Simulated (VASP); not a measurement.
# BN (P6_3/mmc) in VASP: relaxation of cell and atoms with r2SCAN

Aim: the relaxation of cell and atoms of BN with r2SCAN.

All numbers are computed with VASP 6.6.1; they aren't measurements. Logs are shortened: lines on timing, memory, paths and dates and some standing lists are left out, and cuts for length are marked.

### Step 1. The cell of the first run

It takes space group P6_3/mmc (No. 194, hexagonal). Conventional cell: a = 2.550 Å, b = 2.550 Å, c = 4.210 Å, α = 90.00°, β = 90.00°, γ = 120.00°. Within 2.0 Å of B (site symmetry -6m2) lie 3 N at 1.47 Å. N (site symmetry -6m2) has 3 B at 1.47 Å within 2.0 Å.

### Step 2. Relaxation of cell and atoms, r2SCAN

POSCAR reads:

```
BN
1.0
    2.5500000000      0.0000000000      0.0000000000
   -1.2750000000      2.2083647797      0.0000000000
    0.0000000000      0.0000000000      4.2100000000
B N
2 2
Direct
    0.3333333333      0.6666666667      0.0000000000
    0.6666666667      0.3333333333      0.5000000000
    0.3333333333      0.6666666667      0.5000000000
    0.6666666667      0.3333333333      1.0000000000
```

INCAR.step1 reads:

```
PREC = Accurate
ENCUT = 910
ISMEAR = 0
SIGMA = 0.1
LREAL = False
LASPH = True
NELM = 120
GGA = PE
ALGO = Normal
EDIFF = 1E-5
LWAVE = True
LCHARG = False
GGA_COMPAT = False
IBRION = 2
ISIF = 3
EDIFFG = -0.005
NELMIN = 4
NSW = 100
```

INCAR.step2 reads:

```
PREC = Accurate
ENCUT = 910
EDIFF = 1E-7
ISMEAR = 0
SIGMA = 0.1
LREAL = False
LASPH = True
NELM = 120
ALGO = Normal
ISIF = 3
LWAVE = False
LCHARG = False
METAGGA = R2SCAN
LMIXTAU = True
IBRION = 2
NSW = 100
EDIFFG = -0.05
ISTART = 1
GGA_COMPAT = False
NELMIN = 4
```

KPOINTS reads:

```
regular mesh
0
Gamma
  9 9 6
```

Potentials or basis: VASP PAW PBE potentials, release 64 (B_h, N_h).

Started as:

```bash
$ cat potpaw_PBE.64/B_h/POTCAR potpaw_PBE.64/N_h/POTCAR > POTCAR
$ cp INCAR.step1 INCAR
$ mpirun -np 1 vasp_std > vasp.out
$ cp INCAR.step2 INCAR
$ mpirun -np 1 vasp_std > vasp.out
```

OUTCAR:

```text
PREC = Accurate
   ENCUT = 910
   EDIFF = 1E-7
   ISMEAR = 0
   LREAL = False
   LASPH = True
   NELM = 120
   ISIF = 3
   METAGGA = R2SCAN
   IBRION = 2
   NSW = 100
   EDIFFG = -0.05
   ISTART = 1
   NELMIN = 4

 ion  position               nearest neighbor table
   1  0.333  0.667  0.000-
   2  0.667  0.333  0.500-
   3  0.333  0.667  0.500-
   4  0.667  0.333  0.000-

  LATTYP: Found a hexagonal cell.
 ALAT       =     2.5500000000
 C/A-ratio  =     1.6509803922

  Lattice vectors:

 A1 = (   2.5500000000,   0.0000000000,   0.0000000000)
 A2 = (  -1.2750000000,   2.2083647797,   0.0000000000)
 A3 = (   0.0000000000,   0.0000000000,   4.2100000000)

Analysis of symmetry for initial positions (statically):
=====================================================================
 Subroutine PRICEL returns:
 Original cell was already a primitive cell.

 Routine SETGRP: Setting up the symmetry group for a
 hexagonal supercell.

 Subroutine GETGRP returns: Found 24 space group operations
 (whereof 12 operations were pure point group operations)
 out of a pool of 24 trial point group operations.

The static configuration has the point symmetry D_3h.
 The point group associated with its full space group is D_6h.

Analysis of symmetry for dynamics (positions and initial velocities):
=====================================================================
 Subroutine PRICEL returns:
 Original cell was already a primitive cell.

 Routine SETGRP: Setting up the symmetry group for a
 hexagonal supercell.

 Subroutine GETGRP returns: Found 24 space group operations
 (whereof 12 operations were pure point group operations)
 out of a pool of 24 trial point group operations.

The dynamic configuration has the point symmetry D_3h.
 The point group associated with its full space group is D_6h.

 Subroutine INISYM returns: Found 24 space group operations
 (whereof 12 operations are pure point group operations),
 and found     1 'primitive' translations

----------------------------------------------------------------------------------------

                                     Primitive cell

  volume of cell :      23.7079

  direct lattice vectors                    reciprocal lattice vectors
     2.550000000  0.000000000  0.000000000     0.392156863  0.226411870  0.000000000
    -1.275000000  2.208364780  0.000000000     0.000000000  0.452823741  0.000000000
     0.000000000  0.000000000  4.210000000     0.000000000  0.000000000  0.237529691

  length of vectors
     2.550000000  2.550000000  4.210000000     0.452823741  0.452823741  0.237529691

  position of ions in fractional coordinates (direct lattice)
     0.333333333  0.666666667  0.000000000
     0.666666667  0.333333333  0.500000000
     0.333333333  0.666666667  0.500000000
     0.666666667  0.333333333  0.000000000

  ion indices of the primitive-cell ions
   primitive index   ion index
                 1           1
                 2           2
                 3           3
                 4           4

----------------------------------------------------------------------------------------

 KPOINTS: regular mesh

Automatic generation of k-mesh.
 Grid dimensions read from file:
 generate k-points for:    9    9    6

 Generating k-lattice:

  Cartesian coordinates                     Fractional coordinates (reciprocal lattice)
     0.043572985  0.025156874  0.000000000     0.111111111  0.000000000  0.000000000
     0.000000000  0.050313749  0.000000000     0.000000000  0.111111111  0.000000000
     0.000000000  0.000000000  0.039588282     0.000000000  0.000000000  0.166666667

  Length of vectors
     0.050313749  0.050313749  0.039588282

  Shift w.r.t. Gamma in fractional coordinates (k-lattice)
     0.000000000  0.000000000  0.000000000

 Subroutine IBZKPT returns following result:
 ===========================================

 Found     48 irreducible k-points:

 Following reciprocal coordinates:
            Coordinates               Weight
  0.000000  0.000000  0.000000      1.000000
  0.111111  0.000000  0.000000      6.000000
  0.222222  0.000000  0.000000      6.000000
  0.333333  0.000000  0.000000      6.000000
  0.444444  0.000000  0.000000      6.000000
  0.111111  0.111111  0.000000      6.000000
[... 16 lines left out ...]
  0.333333  0.222222  0.166667     24.000000
  0.333333  0.333333  0.166667      4.000000
 [... further k-points ...]
   k-points           NKPTS =     48   k-points in BZ     NKDIM =     48   number of bands    NBANDS=     12
   number of dos      NEDOS =    301   number of ions     NIONS =      4
   total plane-waves  NPLWV =  32928
   dimension x,y,z NGX =    28 NGY =   28 NGZ =   42
   dimension x,y,z NGXF=    56 NGYF=   56 NGZF=   84
   ions per type =               2   2
   NGX,Y,Z   is equivalent  to a cutoff of  18.25, 18.25, 16.59 a.u.
   NGXF,Y,Z  is equivalent  to a cutoff of  36.51, 36.51, 33.17 a.u.
 SYSTEM =  unknown system
   PREC   = accura    normal or accurate (medium, high low for compatibility)
   ISTART =      1    job   : 0-new  1-cont  2-samecut
   ICHARG =      0    charge: 1-file 2-atom 10-const
   ISPIN  =      1    spin polarized calculation?
   LNONCOLLINEAR =      F non collinear calculations
   LSORBIT =      F    spin-orbit coupling
   LASPH  =      T    aspherical Exc in radial PAW
   ENCUT  =  910.0 eV  66.88 Ry    8.18 a.u.   6.27  6.27 10.36*2*pi/ulx,y,z
   NELM   =    120;   NELMIN=  4; NELMDL=  0     # of ELM steps
   EDIFF  = 0.1E-06   stopping-criterion for ELM
   LREAL  =      F    real-space projection
   EDIFFG = -.5E-01   stopping-criterion for IOM
   NSW    =    100    number of steps for IOM
   IBRION =      2    ionic relax: 0-MD 1-quasi-New 2-CG
   NFREE  =      1    steps in history (QN), initial steepest desc. (CG)
   ISIF   =      3    stress and relaxation
   ISYM   =      2    0-nonsym 1-usesym 2-fastsym
   POTIM  = 0.5000    time-step for ionic-motion
   TEBEG  =    0.0;   TEEND  =   0.0 temperature during run
   PSTRESS=    0.0 pullay stress
   NELECT =      16.0000    total number of electrons
   NUPDOWN=      -1.0000    fix difference up-down
   EMIN   =  10.00;   EMAX   =-10.00  energy-range for DOS
   EFERMI =   0.00;   METHOD = LEGACY
   ISMEAR =     0;   SIGMA  =   0.10  broadening in eV -4-tet -1-fermi 0-gaus
   EFERMI_NEDOS =   21; number of points for ismear=-14 and -15
   IALGO  =     38    algorithm
   IMIX   =      4    mixing-type and parameters
     AMIX     =   0.40;   BMIX     =  1.00
     AMIX_MAG =   1.60;   BMIX_MAG =  1.00
  volume/ion in A,a.u.               =       5.93        40.00
  Fermi-wavevector in a.u.,A,eV,Ry     =   1.435987  2.713622 28.056005  2.062058
  Thomas-Fermi vector in A             =   2.555225
   LORBIT       =      0    0 simple, 1 ext, 2 COOP (PROOUT), +10 PAW based schemes
   METAGGA = R2SCAN    functional components
   LHFCALC =     F    Hartree Fock is set to
   AEXX    =    0.0000 exact exchange contribution
   IVDW    =     0    specifies the selected vdW correction
   LEPSILON=     F    determine dielectric tensor
   LRPA    =     F    only Hartree local field effects (RPA)
 conjugate gradient relaxation of ions
 non-spin polarized calculation
 Gauss-broadening in eV      SIGMA  =   0.10
  energy-cutoff  :      910.00
  volume of cell :       23.71
 maximum number of plane-waves:      1509
 NGX is ok and might be reduce to    28
   NGX = 13   NGY = 13   NGZ = 21

--------------------------------------- Ionic step        1  -------------------------------------------

 number of electron      16.0000000 magnetization

 Free energy of the ion-electron system (eV)
  ---------------------------------------------------
  ext. energy  EPLUGINS =         0.00000000
  ---------------------------------------------------
  free energy    TOTEN  =       -36.45482471 eV

  energy without entropy =      -36.45482471  energy(sigma->0) =      -36.45482471

 E-fermi :  10.8929     XC(G=0): -13.6979

 val. band max:       10.3802032783   @ k =   0.1111   0.0000   0.0000
 cond. band min:      14.2094649487   @ k =   0.4444   0.0000   0.3333
 fundamental gap:      3.8292616704
 Fermi energy:        10.8929256252

 k-point     1 :       0.0000    0.0000    0.0000
  band No.  band energies     occupation
      1     -12.4473      2.00000
      2      -8.2103      2.00000
      3      -1.4188      2.00000
      4       5.8699      2.00000
      5       5.8699      2.00000
      6       7.3654      2.00000
      7       7.3654      2.00000
      8      10.3411      2.00000
      9      18.6539      0.00000
     10      18.6539      0.00000
     11      19.2083      0.00000
     12      20.1534      0.00000
[... 331 lines left out ...]
 k-point    24 :       0.3333    0.3333    0.1667
  band No.  band energies     occupation
      1      -7.2195      2.00000
      2      -7.2195      2.00000
      3      -1.1136      2.00000
      4       0.6454      2.00000
      5       0.6454      2.00000
      6       1.2902      2.00000
      7       6.2414      2.00000
      8       6.2414      2.00000
      9      17.5003      0.00000
     10      17.5003      0.00000
     11      18.9881      0.00000
     12      23.6394      0.00000

 [... further k-points ...]
[... 5 lines left out ...]
  --------------------------------------------------------------------------------------
  -------------------------------------------------------------------------------------
  Total       -0.3757165     -0.3757165     11.3727024      0.0000000     -0.0000000      0.0000000
  in kB      -25.3908795    -25.3908795    768.5659987      0.0000000     -0.0000000      0.0000000
  external PRESSURE =     239.2614133 kB  Pullay stress =       0.0000000 kB
[... 289 lines left out ...]
  energy  without entropy=      -38.1164552870  energy(sigma->0) =      -38.11645529

--------------------------------------- Ionic step        9  -------------------------------------------

 number of electron      16.0000000 magnetization

 Free energy of the ion-electron system (eV)
  ---------------------------------------------------
  ext. energy  EPLUGINS =         0.00000000
  ---------------------------------------------------
  free energy    TOTEN  =       -38.11684975 eV

  energy without entropy =      -38.11684975  energy(sigma->0) =      -38.11684975

 E-fermi :   5.7828     XC(G=0): -12.0899

 val. band max:        5.2621526102   @ k =   0.3333   0.2222   0.0000
 cond. band min:      10.0303345393   @ k =   0.4444   0.1111   0.3333
 fundamental gap:      4.7681819291
 Fermi energy:         5.7827643072

 k-point     1 :       0.0000    0.0000    0.0000
  band No.  band energies     occupation
      1     -14.1782      2.00000
      2     -13.1438      2.00000
      3      -2.3948      2.00000
      4       2.4754      2.00000
      5       3.6259      2.00000
      6       3.6259      2.00000
      7       3.8319      2.00000
      8       3.8319      2.00000
      9      12.6670      0.00000
     10      17.2241      0.00000
     11      17.2241      0.00000
     12      17.7261      0.00000
[... 331 lines left out ...]
 k-point    24 :       0.3333    0.3333    0.1667
  band No.  band energies     occupation
      1      -9.8842      2.00000
      2      -9.8842      2.00000
      3      -3.4082      2.00000
      4      -2.8795      2.00000
      5      -2.4409      2.00000
      6      -2.4409      2.00000
      7       4.6967      2.00000
      8       4.6967      2.00000
      9      11.1292      0.00000
     10      11.1292      0.00000
     11      16.0272      0.00000
     12      19.9753      0.00000

 [... further k-points ...]
[... 5 lines left out ...]
  --------------------------------------------------------------------------------------
  -------------------------------------------------------------------------------------
  Total        0.0297654      0.0297654     -0.0726244      0.0000000      0.0000000      0.0000000
  in kB        1.5992623      1.5992623     -3.9020334      0.0000000      0.0000000      0.0000000
  external PRESSURE =      -0.2345029 kB  Pullay stress =       0.0000000 kB
[... 19 lines left out ...]
  FREE ENERGIE OF THE ION-ELECTRON SYSTEM (eV)
  ---------------------------------------------------
  free  energy   TOTEN  =       -38.1168497528 eV

  energy  without entropy=      -38.1168497528  energy(sigma->0) =      -38.11684975

 reached required accuracy - stopping structural energy minimisation
```

Wall time 22 min (1 thread of Intel Xeon Platinum 8375C at 2.90GHz (Ice Lake), shared host); peak memory 0.19 GiB.

Results:

```yaml
Free_energy: -38.1168 eV
Relaxed_volume: 7.45 Å³/atom
Relaxed_cell: a = 2.498 Å, b = 2.498 Å, c = 5.517 Å, α = 90.00°, β = 90.00°, γ = 120.00°
Space_group_after_relaxing_to_0.1_Å: P6_3/mmc (No. 194)
Energy_gained_by_relaxing: 415.5 meV/atom
Ionic_steps: 9
Pressure_after_relaxing: 0.0 GPa
Band_gap_on_the_k_mesh: 4.77 eV (least direct gap 4.99 eV)
```

The path:
```tsv
step	energy change (eV)	largest force (eV/Å)	pressure (GPa)	volume (Å³)
1	0.0000	0.0000	23.93	23.71
2	-1.1577	0.0000	3.13	26.72
3	-1.6361	0.0000	-9.39	30.59
4	-1.6367	0.0000	-8.96	30.41
5	-1.4491	0.0000	27.34	28.54
6	-1.6616	0.0000	-0.82	29.93
7	-1.6616	0.0000	-0.55	29.91
8	-1.6616	0.0000	-0.37	29.90
9	-1.6620	0.0000	-0.02	29.82
```

Final structure:
```
B N
1.0
     2.49813    0.00000    0.00000
    -1.24906    2.16344    0.00000
     0.00000    0.00000    5.51749
B N
2 2
Direct
  0.33333 0.66667 0.00000
  0.66667 0.33333 0.50000
  0.33333 0.66667 0.50000
  0.66667 0.33333 0.00000
```

Caveat: the cutoff is under 1.25 times the usual one of these potentials, so pressure, stress and relaxed cells hold a basis-set (Pulay) error; the volume moved by over 15 % at a fixed basis, so the end points are rough; the PAW data sets were made with another functional, which shifts forces and pressure a little; an odd mesh through Γ misses points on the zone boundary, where band edges can lie.
